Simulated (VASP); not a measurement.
# TaN (P6_3/mmc) in VASP: single point with PBEsol+U

Aim: the single point of TaN with PBEsol+U.

Everything below comes from runs of VASP 6.6.1. Logs are shortened: lines on timing, memory, paths and dates and some standing lists are left out, and cuts for length are marked.

### Step 1. The cell of the first run

The structure is hexagonal, space group P6_3/mmc (No. 194). The conventional cell has a = 3.048 Å, b = 3.048 Å, c = 4.918 Å, α = 90.00°, β = 90.00°, γ = 120.00°. Ta (site symmetry -3m) has 6 N at 2.15 Å and 2 Ta at 2.46 Å within 2.8 Å. Within 2.8 Å of N (site symmetry -6m2) lie 6 Ta at 2.15 Å.

### Step 2. Single point, PBEsol+U, collinear spin, zero start

INCAR

```
  ALGO = Normal
  EDIFF = 1E-6
  ENCUT = 520
  GGA = PS
  ISIF = 2
  ISMEAR = 0
  ISPIN = 2
  LASPH = T
  LCHARG = F
  LDAU = T
  LDAUJ = 0 0
  LDAUL = 2 -1
  LDAUPRINT = 1
  LDAUTYPE = 2
  LDAUU = 4 0
  LMAXMIX = 4
  LORBIT = 11
  LREAL = F
  LWAVE = F
  MAGMOM = 0 0 0 0
  NBANDS = 28
  NELM = 150
  PREC = Accurate
  SIGMA = 0.05
```

KPOINTS

```
k-points
0
Gamma
  7 7 4
```

POSCAR

```
TaN
1.0
    3.0480018400      0.0000000000      0.0000000000
   -1.5240009200      2.6396470300      0.0000000000
    0.0000000000      0.0000000000      4.9179997800
Ta N
2 2
Direct
    0.0000000000      0.0000000000      0.0000000000
    0.0000000000      0.0000000000      0.5000000000
    0.3333333333      0.6666666667      0.2500000000
    0.6666666667      0.3333333333      0.7500000000
```

Potentials or basis: VASP PAW PBE potentials, release 64 (Ta_pv, N).

Launch:

```
cat potpaw_PBE.64/Ta_pv/POTCAR potpaw_PBE.64/N/POTCAR > POTCAR
mpirun -np 1 vasp_std > vasp.out
```

OUTCAR:

```text
EDIFF = 1E-6
   ENCUT = 520
   GGA = PS
   ISIF = 2
   ISMEAR = 0
   ISPIN = 2
   LASPH = T
   LORBIT = 11
   LREAL = F
   NELM = 150
   PREC = Accurate

 ion  position               nearest neighbor table
   1  0.000  0.000  0.000-   3 2.15   4 2.15   4 2.15   3 2.15   4 2.15   3 2.15   2 2.46   2 2.46

   2  0.000  0.000  0.500-   3 2.15   4 2.15   4 2.15   3 2.15   4 2.15   3 2.15   1 2.46   1 2.46

   3  0.333  0.667  0.250-   1 2.15   2 2.15   1 2.15   2 2.15   1 2.15   2 2.15
   4  0.667  0.333  0.750-   1 2.15   2 2.15   1 2.15   2 2.15   1 2.15   2 2.15

  LATTYP: Found a hexagonal cell.
 ALAT       =     3.0480018400
 C/A-ratio  =     1.6135160142

  Lattice vectors:

 A1 = (   3.0480018400,   0.0000000000,   0.0000000000)
 A2 = (  -1.5240009200,   2.6396470300,   0.0000000000)
 A3 = (   0.0000000000,   0.0000000000,   4.9179997800)

Analysis of symmetry for initial positions (statically):
=====================================================================
 Subroutine PRICEL returns:
 Original cell was already a primitive cell.

 Routine SETGRP: Setting up the symmetry group for a
 hexagonal supercell.

 Subroutine GETGRP returns: Found 24 space group operations
 (whereof 12 operations were pure point group operations)
 out of a pool of 24 trial point group operations.

The static configuration has the point symmetry D_3d.
 The point group associated with its full space group is D_6h.

Analysis of symmetry for dynamics (positions and initial velocities):
=====================================================================
 Subroutine PRICEL returns:
 Original cell was already a primitive cell.

 Routine SETGRP: Setting up the symmetry group for a
 hexagonal supercell.

 Subroutine GETGRP returns: Found 24 space group operations
 (whereof 12 operations were pure point group operations)
 out of a pool of 24 trial point group operations.

The dynamic configuration has the point symmetry D_3d.
 The point group associated with its full space group is D_6h.

Analysis of structural, dynamic, and magnetic symmetry:
=====================================================================
 Subroutine PRICEL returns:
 Original cell was already a primitive cell.

 Routine SETGRP: Setting up the symmetry group for a
 hexagonal supercell.

 Subroutine GETGRP returns: Found 24 space group operations
 (whereof 12 operations were pure point group operations)
 out of a pool of 24 trial point group operations.

The overall configuration has the point symmetry D_3d.
 The point group associated with its full space group is D_6h.

 Subroutine INISYM returns: Found 24 space group operations
 (whereof 12 operations are pure point group operations),
 and found     1 'primitive' translations

----------------------------------------------------------------------------------------

                                     Primitive cell

  volume of cell :      39.5685

  direct lattice vectors                    reciprocal lattice vectors
     3.048001840  0.000000000  0.000000000     0.328083791  0.189419265  0.000000000
    -1.524000920  2.639647030  0.000000000     0.000000000  0.378838530  0.000000000
     0.000000000  0.000000000  4.917999780     0.000000000  0.000000000  0.203334698

  length of vectors
     3.048001840  3.048001845  4.917999780     0.378838530  0.378838530  0.203334698

  position of ions in fractional coordinates (direct lattice)
     0.000000000  0.000000000  0.000000000
     0.000000000  0.000000000  0.500000000
     0.333333333  0.666666667  0.250000000
     0.666666667  0.333333333  0.750000000

  ion indices of the primitive-cell ions
   primitive index   ion index
                 1           1
                 2           2
[... 95 lines left out ...]
  Fermi-wavevector in a.u.,A,eV,Ry     =   1.525252  2.882309 31.652511  2.326394
  Thomas-Fermi vector in A             =   2.633448
   LORBIT       =     11    0 simple, 1 ext, 2 COOP (PROOUT), +10 PAW based schemes
 LDA+U is selected, type is set to LDAUTYPE =  2
   angular momentum for each species LDAUL =     2   -1
   U (eV)           for each species LDAUU =   4.0  0.0
   J (eV)           for each species LDAUJ =   0.0  0.0
   GGA     = PS    functional components
   LHFCALC =     F    Hartree Fock is set to
   AEXX    =    0.0000 exact exchange contribution
   IVDW    =     0    specifies the selected vdW correction
   LEPSILON=     F    determine dielectric tensor
   LRPA    =     F    only Hartree local field effects (RPA)
 spin polarized calculation
 Gauss-broadening in eV      SIGMA  =   0.05
  energy-cutoff  :      520.00
  volume of cell :       39.57
 maximum number of plane-waves:      1087
 NGX is ok and might be reduce to    24
   NGX = 11   NGY = 11   NGZ = 19

 number of electron      32.0000002 magnetization       0.0000025

atom =   1  type =  1  l = 2

 onsite density matrix

spin component  1

  0.2181 -0.0000  0.0000  0.0106  0.0000
 -0.0000  0.2552  0.0000  0.0000  0.0106
  0.0000  0.0000  0.3855 -0.0000  0.0000
  0.0106  0.0000 -0.0000  0.2552  0.0000
  0.0000  0.0106  0.0000  0.0000  0.2181

spin component  2

  0.2181 -0.0000  0.0000  0.0106  0.0000
 -0.0000  0.2551  0.0000  0.0000  0.0106
  0.0000  0.0000  0.3855 -0.0000  0.0000
  0.0106  0.0000 -0.0000  0.2551  0.0000
  0.0000  0.0106  0.0000  0.0000  0.2181

 occupancies and eigenvectors

  o =  0.2152  v =  0.0000  0.0000  0.0000  0.0000  0.0000  0.9663  0.0000  0.0000 -0.2575 -0.0000      0.0000  0.0000  0.0000  0.0000  0.0000  0.0000  0.0000  0.0000  0.0000  0.0000
  o =  0.2152  v =  0.0000  0.0000  0.0000  0.0000  0.0000  0.0000 -0.2575 -0.0000 -0.0000  0.9663      0.0000  0.0000  0.0000  0.0000  0.0000  0.0000  0.0000  0.0000  0.0000  0.0000
  o =  0.2152  v =  0.9663  0.0000  0.0000 -0.2575 -0.0000  0.0000  0.0000  0.0000  0.0000  0.0000      0.0000  0.0000  0.0000  0.0000  0.0000  0.0000  0.0000  0.0000  0.0000  0.0000
  o =  0.2152  v =  0.0000 -0.2575 -0.0000 -0.0000  0.9663  0.0000  0.0000  0.0000  0.0000  0.0000      0.0000  0.0000  0.0000  0.0000  0.0000  0.0000  0.0000  0.0000  0.0000  0.0000
  o =  0.2580  v =  0.0000  0.0000  0.0000  0.0000  0.0000  0.2575  0.0000  0.0000  0.9663  0.0000      0.0000  0.0000  0.0000  0.0000  0.0000  0.0000  0.0000  0.0000  0.0000  0.0000
  o =  0.2580  v =  0.0000  0.0000  0.0000  0.0000  0.0000 -0.0000  0.9663 -0.0000 -0.0000  0.2575      0.0000  0.0000  0.0000  0.0000  0.0000  0.0000  0.0000  0.0000  0.0000  0.0000
  o =  0.2580  v =  0.2575  0.0000  0.0000  0.9663  0.0000  0.0000  0.0000  0.0000  0.0000  0.0000      0.0000  0.0000  0.0000  0.0000  0.0000  0.0000  0.0000  0.0000  0.0000  0.0000
  o =  0.2580  v = -0.0000  0.9663 -0.0000 -0.0000  0.2575  0.0000  0.0000  0.0000  0.0000  0.0000      0.0000  0.0000  0.0000  0.0000  0.0000  0.0000  0.0000  0.0000  0.0000  0.0000
  o =  0.3855  v =  0.0000  0.0000  0.0000  0.0000  0.0000  0.0000  0.0000  1.0000 -0.0000  0.0000      0.0000  0.0000  0.0000  0.0000  0.0000  0.0000  0.0000  0.0000  0.0000  0.0000
  o =  0.3855  v =  0.0000  0.0000  1.0000 -0.0000  0.0000  0.0000  0.0000  0.0000  0.0000  0.0000      0.0000  0.0000  0.0000  0.0000  0.0000  0.0000  0.0000  0.0000  0.0000  0.0000

atom =   2  type =  1  l = 2

 onsite density matrix

spin component  1

  0.2181  0.0000  0.0000 -0.0106  0.0000
  0.0000  0.2552 -0.0000  0.0000 -0.0106
  0.0000 -0.0000  0.3855  0.0000  0.0000
 -0.0106  0.0000  0.0000  0.2552 -0.0000
  0.0000 -0.0106  0.0000 -0.0000  0.2181

spin component  2

  0.2181  0.0000  0.0000 -0.0106  0.0000
  0.0000  0.2551 -0.0000  0.0000 -0.0106
  0.0000 -0.0000  0.3855  0.0000  0.0000
 -0.0106  0.0000  0.0000  0.2551 -0.0000
  0.0000 -0.0106  0.0000 -0.0000  0.2181

 occupancies and eigenvectors

  o =  0.2152  v =  0.0000  0.0000  0.0000  0.0000  0.0000  0.9663 -0.0000  0.0000  0.2575 -0.0000      0.0000  0.0000  0.0000  0.0000  0.0000  0.0000  0.0000  0.0000  0.0000  0.0000
  o =  0.2152  v =  0.0000  0.0000  0.0000  0.0000  0.0000  0.0000  0.2575 -0.0000  0.0000  0.9663      0.0000  0.0000  0.0000  0.0000  0.0000  0.0000  0.0000  0.0000  0.0000  0.0000
  o =  0.2152  v =  0.9663 -0.0000  0.0000  0.2575 -0.0000  0.0000  0.0000  0.0000  0.0000  0.0000      0.0000  0.0000  0.0000  0.0000  0.0000  0.0000  0.0000  0.0000  0.0000  0.0000
  o =  0.2152  v =  0.0000  0.2575 -0.0000  0.0000  0.9663  0.0000  0.0000  0.0000  0.0000  0.0000      0.0000  0.0000  0.0000  0.0000  0.0000  0.0000  0.0000  0.0000  0.0000  0.0000
  o =  0.2580  v =  0.0000  0.0000  0.0000  0.0000  0.0000 -0.2575  0.0000 -0.0000  0.9663 -0.0000      0.0000  0.0000  0.0000  0.0000  0.0000  0.0000  0.0000  0.0000  0.0000  0.0000
  o =  0.2580  v =  0.0000  0.0000  0.0000  0.0000  0.0000  0.0000  0.9663  0.0000 -0.0000 -0.2575      0.0000  0.0000  0.0000  0.0000  0.0000  0.0000  0.0000  0.0000  0.0000  0.0000
  o =  0.2580  v = -0.2575  0.0000 -0.0000  0.9663 -0.0000  0.0000  0.0000  0.0000  0.0000  0.0000      0.0000  0.0000  0.0000  0.0000  0.0000  0.0000  0.0000  0.0000  0.0000  0.0000
  o =  0.2580  v =  0.0000  0.9663  0.0000 -0.0000 -0.2575  0.0000  0.0000  0.0000  0.0000  0.0000      0.0000  0.0000  0.0000  0.0000  0.0000  0.0000  0.0000  0.0000  0.0000  0.0000
  o =  0.3855  v =  0.0000  0.0000  0.0000  0.0000  0.0000  0.0000 -0.0000  1.0000  0.0000  0.0000      0.0000  0.0000  0.0000  0.0000  0.0000  0.0000  0.0000  0.0000  0.0000  0.0000
  o =  0.3855  v =  0.0000 -0.0000  1.0000  0.0000  0.0000  0.0000  0.0000  0.0000  0.0000  0.0000      0.0000  0.0000  0.0000  0.0000  0.0000  0.0000  0.0000  0.0000  0.0000  0.0000

 number of electron      32.0000002 magnetization      -0.0000013

 Free energy of the ion-electron system (eV)
  ---------------------------------------------------
  ext. energy  EPLUGINS =         0.00000000
  ---------------------------------------------------
  free energy    TOTEN  =       -36.51187153 eV

  energy without entropy =      -36.51017937  energy(sigma->0) =      -36.51102545

 E-fermi :  10.2617     XC(G=0): -13.9146

 val. band max:       10.2542692456   @ k =   0.4286   0.1429   0.2500
 cond. band min:      10.3774642711   @ k =   0.0000   0.0000   0.5000
 fundamental gap:      0.1231950256
 Fermi energy:        10.2616926883

 spin component 1

 k-point     1 :       0.0000    0.0000    0.0000
  band No.  band energies     occupation
      1     -27.6136      1.00000
      2     -25.8275      1.00000
      3     -25.8275      1.00000
      4     -25.4551      1.00000
      5     -25.4551      1.00000
      6     -24.5911      1.00000
[... 733 lines left out ...]
     27      20.8267      0.00000
     28      20.8267      0.00000
 Fermi energy:        10.2616926883

 spin component 2

 k-point     1 :       0.0000    0.0000    0.0000
  band No.  band energies     occupation
      1     -27.6136      1.00000
      2     -25.8275      1.00000
      3     -25.8275      1.00000
      4     -25.4551      1.00000
      5     -25.4551      1.00000
      6     -24.5912      1.00000
[... 733 lines left out ...]
     27      20.8267      0.00000
     28      20.8267      0.00000

------------------------ aborting loop because EDIFF is reached ----------------------------------------

  FORCE on cell =-STRESS in cart. coord.  units (eV):
  Direction    XX          YY          ZZ          XY          YZ          ZX
  --------------------------------------------------------------------------------------
  -------------------------------------------------------------------------------------
  Total        8.4065409      8.4065409     31.1297431     -0.0000000     -0.0000000      0.0000000
  in kB      340.3912010    340.3912025   1260.4816600     -0.0000000     -0.0000000      0.0000000
  external PRESSURE =     647.0880212 kB  Pullay stress =       0.0000000 kB

 VOLUME and BASIS-vectors are now :
 -----------------------------------------------------------------------------
  energy-cutoff  :      520.00
  volume of cell :       39.57
      direct lattice vectors                 reciprocal lattice vectors
     3.048001840  0.000000000  0.000000000     0.328083791  0.189419265  0.000000000
    -1.524000920  2.639647030  0.000000000     0.000000000  0.378838530  0.000000000
     0.000000000  0.000000000  4.917999780     0.000000000  0.000000000  0.203334698

 POSITION                                       TOTAL-FORCE (eV/Angst)
 -----------------------------------------------------------------------------------
      0.00000      0.00000      0.00000        -0.000000      0.000000      0.000000
      0.00000      0.00000      2.45900        -0.000000      0.000000      0.000000
     -0.00000      1.75976      1.22950        -0.000000      0.000000      0.000000
      1.52400      0.87988      3.68850         0.000000      0.000000      0.000000
 -----------------------------------------------------------------------------------
    total drift:                               -0.000000      0.000000      0.000000

  FREE ENERGIE OF THE ION-ELECTRON SYSTEM (eV)
  ---------------------------------------------------
  free  energy   TOTEN  =       -36.5118715323 eV

  energy  without entropy=      -36.5101793745  energy(sigma->0) =      -36.51102545

 total charge

# of ion       s       p       d       tot
------------------------------------------
    1        0.341   6.313   2.606   9.260
    2        0.341   6.313   2.606   9.260
    3        1.232   2.598   0.000   3.830
    4        1.232   2.598   0.000   3.830
--------------------------------------------------
tot          3.145  17.822   5.213  26.180

 magnetization (x)

# of ion       s       p       d       tot
------------------------------------------
    1        0.000  -0.000   0.000   0.000
    2        0.000  -0.000   0.000   0.000
    3       -0.000  -0.000   0.000  -0.000
    4       -0.000  -0.000   0.000  -0.000
--------------------------------------------------
tot         -0.000  -0.000   0.000   0.000
```

Run time: 66 s. Hardware: 1 thread of Intel Xeon 8259CL, shared host; peak memory 0.2 GiB.

What came out:

```
Free energy                                           : -36.5119 eV
Pressure                                              : 64.7 GPa
Band gap on the k mesh                                : zero (filled and empty bands overlap)
Net moment                                            : 0.00 μB per cell
Valence electrons inside the program's atomic spheres : Ta 9.26; N 3.83
```

Levels at points of the mesh, in eV from the Fermi level:
Spin up:
```tsv
k point	band 13	band 14	band 15	band 16	band 17	band 18	band 19	band 20
(0.00, 0.00, 0.00)	-3.92	-3.92	-3.91	-1.75	-1.75	-0.42	-0.42	2.39
(0.00, 0.00, 0.50)	-6.46	-6.46	-0.28	-0.28	0.12	0.12	0.12	0.12
```
Spin down:
```tsv
k point	band 12	band 13	band 14	band 15	band 16	band 17	band 18	band 19	band 20	band 21
(0.00, 0.00, 0.00)	-5.53	-3.92	-3.92	-3.91	-1.75	-1.75	-0.42	-0.42	2.39	3.83
(0.00, 0.00, 0.50)	-6.46	-6.46	-6.46	-0.28	-0.28	0.12	0.12	0.12	0.12	4.71
```

Eigenvalues of the final occupation matrices:
```
    site  spin  trace               eigenvalues
site 1 d     1   1.33  0.22 0.22 0.26 0.26 0.39
site 1 d     2   1.33  0.22 0.22 0.26 0.26 0.39
site 2 d     1   1.33  0.22 0.22 0.26 0.26 0.39
site 2 d     2   1.33  0.22 0.22 0.26 0.26 0.39
```

Caveat: the cell stands under pressure; the PAW data sets were made with another functional, which shifts forces and pressure a little; spin-orbit coupling is left out, which moves the levels of the heavy elements.
